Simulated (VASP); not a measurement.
# Na2TiCdC6N6 (Fm-3m) in VASP: single point with PBE

Aim: the single point of Na2TiCdC6N6 with PBE.

Everything below comes from runs of VASP 6.6.1. Logs are shortened: lines on timing, memory, paths and dates and some standing lists are left out, and cuts for length are marked.

## (1) The cell of the first run

It takes space group Fm-3m (No. 225, cubic). Conventional cell: a = 10.402 Å, b = 10.402 Å, c = 10.402 Å, α = 90.00°, β = 90.00°, γ = 90.00°. Within 4.9 Å of Na (site symmetry -43m) lie 12 N at 3.72 Å and 12 C at 3.73 Å and 4 Ti at 4.50 Å and 4 Cd at 4.50 Å. Within 2.7 Å of Ti (site symmetry m-3m) lie 6 N at 2.03 Å. Cd (site symmetry m-3m) has 6 C at 2.00 Å within 2.7 Å. C (site symmetry 4mm) has 1 N at 1.17 Å within 1.6 Å. Within 1.6 Å of N (site symmetry 4mm) lie 1 C at 1.17 Å.

## (2) Single point, PBE, collinear spin

INCAR

```
PREC = Accurate
ENCUT = 520
EDIFF = 1E-7
ISMEAR = 0
SIGMA = 0.1
LREAL = Auto
LASPH = T
NELM = 150
ALGO = Normal
ISIF = 2
LWAVE = F
LCHARG = F
ISPIN = 2
MAGMOM = 0 0 1 0 0 0 0 0 0 0 0 0 0 0 0 0
LORBIT = 11
LMAXMIX = 4
GGA = PE
NBANDS = 64
```

KPOINTS

```
Automatic mesh
0
Gamma
  4 4 4
```

POSCAR

```
Na2TiCdC6N6
1.0
    0.0000000000      5.2010000000      5.2010000000
    5.2010000000      0.0000000000      5.2010000000
    5.2010000000      5.2010000000      0.0000000000
Na Ti Cd C N
2 1 1 6 6
Direct
    0.2500000000      0.2500000000      0.2500000000
    0.7500000000      0.7500000000      0.7500000000
    0.5000000000      0.5000000000      0.5000000000
    0.0000000000      0.0000000000      0.0000000000
    0.8076331500      0.1923668500      0.1923668500
    0.1923668500      0.8076331500      0.1923668500
    0.1923668500      0.1923668500      0.8076331500
    0.1923668500      0.8076331500      0.8076331500
    0.8076331500      0.1923668500      0.8076331500
    0.8076331500      0.8076331500      0.1923668500
    0.6951547800      0.3048452200      0.3048452200
    0.3048452200      0.6951547800      0.3048452200
    0.3048452200      0.3048452200      0.6951547800
    0.3048452200      0.6951547800      0.6951547800
    0.6951547800      0.3048452200      0.6951547800
    0.6951547800      0.6951547800      0.3048452200
```

Potentials or basis: VASP PAW PBE potentials, release 64 (Na_pv, Ti_sv, Cd, C, N).

Started as:

```sh
$ cat potpaw_PBE.64/Na_pv/POTCAR potpaw_PBE.64/Ti_sv/POTCAR potpaw_PBE.64/Cd/POTCAR potpaw_PBE.64/C/POTCAR potpaw_PBE.64/N/POTCAR > POTCAR
$ mpirun -np 1 vasp_std > vasp.out
```

OUTCAR:

```text
PREC = Accurate
   ENCUT = 520
   EDIFF = 1E-7
   ISMEAR = 0
   LREAL = Auto
   LASPH = T
   NELM = 150
   ISIF = 2
   ISPIN = 2
   LORBIT = 11
   GGA = PE

 ion  position               nearest neighbor table
   1  0.250  0.250  0.250-
   2  0.750  0.750  0.750-
   3  0.500  0.500  0.500-  11 2.03  12 2.03  13 2.03  14 2.03  15 2.03  16 2.03
   4  0.000  0.000  0.000-   5 2.00   6 2.00   7 2.00   8 2.00   9 2.00  10 2.00
   5  0.808  0.192  0.192-  11 1.17   4 2.00
   6  0.192  0.808  0.192-  12 1.17   4 2.00
   7  0.192  0.192  0.808-  13 1.17   4 2.00
   8  0.192  0.808  0.808-  14 1.17   4 2.00
   9  0.808  0.192  0.808-  15 1.17   4 2.00
  10  0.808  0.808  0.192-  16 1.17   4 2.00
  11  0.695  0.305  0.305-   5 1.17   3 2.03
  12  0.305  0.695  0.305-   6 1.17   3 2.03
  13  0.305  0.305  0.695-   7 1.17   3 2.03
  14  0.305  0.695  0.695-   8 1.17   3 2.03
  15  0.695  0.305  0.695-   9 1.17   3 2.03
  16  0.695  0.695  0.305-  10 1.17   3 2.03

  LATTYP: Found a face centered cubic cell.
 ALAT       =    10.4020000000

  Lattice vectors:

 A1 = (   0.0000000000,   5.2010000000,   5.2010000000)
 A2 = (   5.2010000000,   0.0000000000,   5.2010000000)
 A3 = (   5.2010000000,   5.2010000000,   0.0000000000)

Analysis of symmetry for initial positions (statically):
=====================================================================
 Subroutine PRICEL returns:
 Original cell was already a primitive cell.

 Routine SETGRP: Setting up the symmetry group for a
 face centered cubic supercell.

 Subroutine GETGRP returns: Found 48 space group operations
 (whereof 48 operations were pure point group operations)
 out of a pool of 48 trial point group operations.

The static configuration has the point symmetry O_h .

Analysis of symmetry for dynamics (positions and initial velocities):
=====================================================================
 Subroutine PRICEL returns:
 Original cell was already a primitive cell.

 Routine SETGRP: Setting up the symmetry group for a
 face centered cubic supercell.

 Subroutine GETGRP returns: Found 48 space group operations
 (whereof 48 operations were pure point group operations)
 out of a pool of 48 trial point group operations.

The dynamic configuration has the point symmetry O_h .

Analysis of structural, dynamic, and magnetic symmetry:
=====================================================================
 Subroutine PRICEL returns:
 Original cell was already a primitive cell.

 Routine SETGRP: Setting up the symmetry group for a
 face centered cubic supercell.

 Subroutine GETGRP returns: Found 48 space group operations
 (whereof 48 operations were pure point group operations)
 out of a pool of 48 trial point group operations.

The overall configuration has the point symmetry O_h .

 Subroutine INISYM returns: Found 48 space group operations
 (whereof 48 operations are pure point group operations),
 and found     1 'primitive' translations

----------------------------------------------------------------------------------------

                                     Primitive cell

  volume of cell :     281.3783

  direct lattice vectors                    reciprocal lattice vectors
     0.000000000  5.201000000  5.201000000    -0.096135359  0.096135359  0.096135359
     5.201000000  0.000000000  5.201000000     0.096135359 -0.096135359  0.096135359
     5.201000000  5.201000000  0.000000000     0.096135359  0.096135359 -0.096135359

  length of vectors
     7.355324738  7.355324738  7.355324738     0.166511325  0.166511325  0.166511325

  position of ions in fractional coordinates (direct lattice)
     0.250000000  0.250000000  0.250000000
     0.750000000  0.750000000  0.750000000
     0.500000000  0.500000000  0.500000000
     0.000000000  0.000000000  0.000000000
     0.807633150  0.192366850  0.192366850
[... 65 lines left out ...]
  0.500000  0.500000  0.000000      3.000000
 -0.250000  0.500000  0.250000      6.000000
   k-points           NKPTS =      8   k-points in BZ     NKDIM =      8   number of bands    NBANDS=     64
   number of dos      NEDOS =    301   number of ions     NIONS =     16
   total plane-waves  NPLWV = 175616
   dimension x,y,z NGX =    56 NGY =   56 NGZ =   56
   dimension x,y,z NGXF=   112 NGYF=  112 NGZF=  112
   ions per type =               2   1   1   6   6
   NGX,Y,Z   is equivalent  to a cutoff of  12.66, 12.66, 12.66 a.u.
   NGXF,Y,Z  is equivalent  to a cutoff of  25.31, 25.31, 25.31 a.u.
 SYSTEM =  unknown system
   PREC   = accura    normal or accurate (medium, high low for compatibility)
   ISTART =      0    job   : 0-new  1-cont  2-samecut
   ICHARG =      2    charge: 1-file 2-atom 10-const
   ISPIN  =      2    spin polarized calculation?
   LNONCOLLINEAR =      F non collinear calculations
   LSORBIT =      F    spin-orbit coupling
   LASPH  =      T    aspherical Exc in radial PAW
   ENCUT  =  520.0 eV  38.22 Ry    6.18 a.u.  13.68 13.68 13.68*2*pi/ulx,y,z
   NELM   =    150;   NELMIN=  2; NELMDL= -5     # of ELM steps
   EDIFF  = 0.1E-06   stopping-criterion for ELM
   LREAL  =      T    real-space projection
   EDIFFG = 0.1E-05   stopping-criterion for IOM
   NSW    =      0    number of steps for IOM
   IBRION =     -1    ionic relax: 0-MD 1-quasi-New 2-CG
   NFREE  =      0    steps in history (QN), initial steepest desc. (CG)
   ISIF   =      2    stress and relaxation
   ISYM   =      2    0-nonsym 1-usesym 2-fastsym
   POTIM  = 0.5000    time-step for ionic-motion
   TEBEG  =    0.0;   TEEND  =   0.0 temperature during run
   PSTRESS=    0.0 pullay stress
   NELECT =      92.0000    total number of electrons
   NUPDOWN=      -1.0000    fix difference up-down
   EMIN   =  10.00;   EMAX   =-10.00  energy-range for DOS
   EFERMI =   0.00;   METHOD = LEGACY
   ISMEAR =     0;   SIGMA  =   0.10  broadening in eV -4-tet -1-fermi 0-gaus
   EFERMI_NEDOS =   21; number of points for ismear=-14 and -15
   IALGO  =     38    algorithm
   IMIX   =      4    mixing-type and parameters
     AMIX     =   0.40;   BMIX     =  1.00
     AMIX_MAG =   1.60;   BMIX_MAG =  1.00
  volume/ion in A,a.u.               =      17.59       118.68
  Fermi-wavevector in a.u.,A,eV,Ry     =   1.127822  2.131275 17.306374  1.271983
  Thomas-Fermi vector in A             =   2.264510
   LORBIT       =     11    0 simple, 1 ext, 2 COOP (PROOUT), +10 PAW based schemes
   GGA     = PE    functional components
   LHFCALC =     F    Hartree Fock is set to
   AEXX    =    0.0000 exact exchange contribution
   IVDW    =     0    specifies the selected vdW correction
   LEPSILON=     F    determine dielectric tensor
   LRPA    =     F    only Hartree local field effects (RPA)
 spin polarized calculation
 Gauss-broadening in eV      SIGMA  =   0.10
  energy-cutoff  :      520.00
  volume of cell :      281.38
 maximum number of plane-waves:      7640
 NGX is ok and might be reduce to    56
   NGX = 27   NGY = 27   NGZ = 27

 number of electron      92.0000028 magnetization       1.9988634

 Free energy of the ion-electron system (eV)
  ---------------------------------------------------
  ext. energy  EPLUGINS =         0.00000000
  ---------------------------------------------------
  free energy    TOTEN  =      -107.85093901 eV

  energy without entropy =     -107.82939017  energy(sigma->0) =     -107.84016459

 E-fermi :   2.3992     XC(G=0):  -7.7591

 val. band max:        2.3528635596   @ k =   0.5000   0.0000   0.0000
 cond. band min:       2.4820829485   @ k =   0.5000   0.2500   0.0000
 fundamental gap:      0.1292193888
 Fermi energy:         2.3992029545

 spin component 1

 k-point     1 :       0.0000    0.0000    0.0000
  band No.  band energies     occupation
      1     -55.1763      1.00000
      2     -31.5228      1.00000
      3     -31.5228      1.00000
      4     -31.5228      1.00000
      5     -24.7231      1.00000
      6     -24.7231      1.00000
[... 477 lines left out ...]
     57       5.2047      0.00000
     58       5.5415      0.00000
 Fermi energy:         2.3992029545

 spin component 2

 k-point     1 :       0.0000    0.0000    0.0000
  band No.  band energies     occupation
      1     -54.1680      1.00000
      2     -30.5110      1.00000
      3     -30.5110      1.00000
      4     -30.5110      1.00000
      5     -24.7202      1.00000
      6     -24.7201      1.00000
[... 477 lines left out ...]
     57       5.3708      0.00000
     58       5.5673      0.00000
 [bands above 58 left out]

------------------------ aborting loop because EDIFF is reached ----------------------------------------

  FORCE on cell =-STRESS in cart. coord.  units (eV):
  Direction    XX          YY          ZZ          XY          YZ          ZX
  --------------------------------------------------------------------------------------
  -------------------------------------------------------------------------------------
  Total       32.2490015     32.2490015     32.2490015      0.0000000     -0.0000000      0.0000000
  in kB      183.6268981    183.6268981    183.6268981      0.0000000     -0.0000000      0.0000000
  external PRESSURE =     183.6268981 kB  Pullay stress =       0.0000000 kB

 VOLUME and BASIS-vectors are now :
 -----------------------------------------------------------------------------
  energy-cutoff  :      520.00
  volume of cell :      281.38
      direct lattice vectors                 reciprocal lattice vectors
     0.000000000  5.201000000  5.201000000    -0.096135359  0.096135359  0.096135359
     5.201000000  0.000000000  5.201000000     0.096135359 -0.096135359  0.096135359
     5.201000000  5.201000000  0.000000000     0.096135359  0.096135359 -0.096135359

 POSITION                                       TOTAL-FORCE (eV/Angst)
 -----------------------------------------------------------------------------------
      2.60050      2.60050      2.60050         0.000000     -0.000000     -0.000000
      7.80150      7.80150      7.80150         0.000000     -0.000000     -0.000000
      5.20100      5.20100      5.20100         0.000000     -0.000000     -0.000000
      0.00000      0.00000      0.00000         0.000000     -0.000000     -0.000000
      2.00100      5.20100      5.20100         4.258257     -0.000000     -0.000000
      5.20100      2.00100      5.20100         0.000000      4.258257     -0.000000
[... 8 lines left out ...]
      5.20100      7.23100      5.20100         0.000000     -0.945199     -0.000000
      5.20100      5.20100      7.23100         0.000000     -0.000000     -0.945199
 -----------------------------------------------------------------------------------
    total drift:                                0.000000      0.000000      0.000000

  FREE ENERGIE OF THE ION-ELECTRON SYSTEM (eV)
  ---------------------------------------------------
  free  energy   TOTEN  =      -107.8509390099 eV

  energy  without entropy=     -107.8293901662  energy(sigma->0) =     -107.84016459

 total charge

# of ion       s       p       d       tot
------------------------------------------
    1        0.008   5.947   0.000   5.955
    2        0.008   5.947   0.000   5.955
    3        2.191   6.256   1.948  10.396
    4        0.527   0.832   9.772  11.131
    5        1.000   1.637   0.000   2.637
    6        1.000   1.637   0.000   2.637
[... 8 lines left out ...]
   15        1.320   2.612   0.000   3.932
   16        1.320   2.612   0.000   3.932
--------------------------------------------------
tot         16.654  44.474  11.720  72.847

 magnetization (x)

# of ion       s       p       d       tot
------------------------------------------
    1        0.003   0.000   0.000   0.003
    2        0.003   0.000   0.000   0.003
    3        0.008   0.011   1.028   1.047
    4       -0.003  -0.006   0.028   0.019
    5        0.004   0.057   0.000   0.061
    6        0.004   0.057   0.000   0.061
[... 8 lines left out ...]
   15       -0.003  -0.018   0.000  -0.021
   16       -0.003  -0.018   0.000  -0.021
--------------------------------------------------
tot          0.017   0.237   1.056   1.310
```

Run time: 18 min. Hardware: 1 thread of AMD EPYC 7R13 (Zen 3), shared host; peak memory 0.64 GiB.

Results:

```
Free energy                                           : -107.8509 eV
Pressure                                              : 18.4 GPa
Largest force                                         : 4.258 eV/Å
Band gap on the k mesh                                : zero (filled and empty bands overlap)
Net moment                                            : 2.00 μB per cell
Site moments                                          : Na +0.00; Ti +1.05; Cd +0.02; C +0.06; N -0.02 μB
Valence electrons inside the program's atomic spheres : Na 5.96; Ti 10.40; Cd 11.13; C 2.64; N 3.93
```

Forces in eV/Å, atoms in the order of the input:
```
Na   0.000  0.000  0.000
Na   0.000  0.000  0.000
Ti   0.000  0.000  0.000
Cd   0.000  0.000  0.000
C    4.258  0.000  0.000
C    0.000  4.258  0.000
C    0.000  0.000  4.258
C   -4.258  0.000  0.000
C    0.000 -4.258  0.000
C    0.000  0.000 -4.258
N    0.945  0.000  0.000
N    0.000  0.945  0.000
N    0.000  0.000  0.945
N   -0.945  0.000  0.000
N    0.000 -0.945  0.000
N    0.000  0.000 -0.945
```

Caveat: the cell stands under pressure; forces of over 1 eV/Å act on the atoms, so gaps and moduli don't describe the material at rest.

The gap in the log of VASP goes by the Fermi energy; the results here count the filled bands.